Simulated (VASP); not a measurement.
The system is PbI2.

```
CELL_PARAMETERS angstrom
4.47698 0.00000 0.00000
-2.23849 3.87718 0.00000
0.00000 0.00000 7.22230
ATOMIC_POSITIONS crystal
Pb 0.00000 0.00000 0.00000
I 0.33333 0.66667 0.25200
I 0.66667 0.33333 0.74800
```

```yaml
Program: VASP 6.6.1
Task: relaxation of cell and atoms
Functional: PBE
Dispersion: D3(BJ)
Potentials_or_basis: VASP PAW PBE potentials, release 64 (Pb_d, I)
Cutoff: 500 eV
k_mesh: 9 × 9 × 4
Occupations: gaussian, width 0.02 eV
Spin: no spin polarisation
```

At the start: pressure 1.9 GPa; volume 41.79 Å³/atom.

Where does the relaxation end?

Over 11 steps the energy falls by 24.8 meV/atom and the volume is 41.82 Å³/atom (+0.1 %); space group P-3m1 (No. 164, to 0.1 Å) before and after.

Step by step:
| step | energy change (eV) | largest force (eV/Å) | pressure (GPa) | volume (Å³) |
| --- | --- | --- | --- | --- |
| 1 | 0.0000 | 0.5368 | 1.88 | 125.36 |
| 2 | -0.0509 | 0.0386 | -0.44 | 134.47 |
| 3 | -0.0529 | 0.1154 | -0.10 | 132.88 |
| 4 | -0.0547 | 0.1124 | -0.10 | 132.47 |
| 5 | -0.0597 | 0.1031 | -0.08 | 131.24 |
| 6 | -0.0679 | 0.0807 | -0.01 | 128.79 |
| 7 | -0.0735 | 0.0180 | 0.22 | 123.94 |
| 8 | -0.0738 | 0.0355 | 0.16 | 124.96 |
| 9 | -0.0683 | 0.1348 | -0.60 | 127.47 |
| 10 | -0.0743 | 0.0019 | -0.01 | 125.49 |
| 11 | -0.0743 | 0.0006 | -0.01 | 125.45 |

Final structure:
```yaml
crystal:
  lattice:
    - [4.55625, 0.00000, 0.00000]
    - [-2.27813, 3.94583, 0.00000]
    - [0.00000, 0.00000, 6.97812]
  atoms:
    - { symbol: Pb, position: [0.00000, 0.00000, 0.00000] }
    - { symbol: I, position: [0.33333, 0.66667, 0.27094] }
    - { symbol: I, position: [0.66667, 0.33333, 0.72906] }
```
